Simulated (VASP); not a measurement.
Ge: single point with r2SCAN

Crystal: Ge.

```xyz
4
Lattice="2.6672 2.6672 0.0000 -2.6672 2.6672 0.0000 0.0000 0.0000 5.8791" Properties=species:S:1:pos:R:3 pbc="T T T"
Ge    0.0000    2.6672    2.9396
Ge    1.3336    1.3336    1.4698
Ge    0.0000    0.0000    0.0000
Ge   -1.3336    1.3336    4.4094
```

This cell differs from its parent crystal: biaxial strain in the a-b plane: -6.0 %.

- Program: VASP 6.6.1
- Task: single point
- Functional: r2SCAN
- Potentials or basis: VASP PAW PBE potentials, release 64 (Ge_d)
- Cutoff: 520 eV
- k mesh: 10 × 10 × 6
- Occupations: gaussian, width 0.02 eV
- Spin: no spin polarisation
- Dipole correction: no
- Further INCAR settings: ALGO = Normal; EDIFF = 1e-06; NBANDS = 36

The pressure is 7.7 GPa. The band gap on the k mesh is 0.02 eV.

Stress tensor (GPa, compression positive):
```
10.99  0.00  0.00
 0.00 10.99  0.00
 0.00  0.00  1.08
```

Levels at points of the mesh, in eV from the valence-band top:
```tsv
k point	band 24	band 25	band 26	band 27	band 28	band 29	band 30	band 31	band 32	band 33
(0.00, 0.00, 0.00)	-3.30	-3.30	-0.94	0.00	0.00	0.76	1.19	1.19	2.30	2.30
(0.50, 0.00, 0.00)	-7.41	-5.05	-5.05	-1.47	-1.47	2.75	2.75	4.83	4.83	4.95
(0.50, 0.50, 0.00)	-9.65	-4.05	-4.05	-4.05	-4.05	0.27	0.27	0.27	0.27	9.84
(0.00, 0.00, 0.50)	-5.64	-2.23	-2.23	-2.23	-2.23	1.49	1.49	2.99	2.99	6.09
(0.50, 0.00, 0.50)	-8.59	-2.44	-2.44	-1.39	-1.39	0.16	0.16	3.67	3.67	4.07
(0.50, 0.50, 0.50)	-9.57	-4.75	-4.75	-4.75	-4.75	3.74	3.74	3.74	3.74	4.06
```

Run time: 8.1 min on 1 thread of Intel(R) Xeon(R) Platinum 8259CL CPU @ 2.50GHz (Skylake/Cascade Lake), with other jobs on the host, peak memory 0.31 GiB.

Caveat: the cell differs from its parent crystal (biaxial strain in the a-b plane: -6.0 %); the PAW data sets were made with another functional, which shifts forces and pressure a little. A k mesh can miss the band edges.
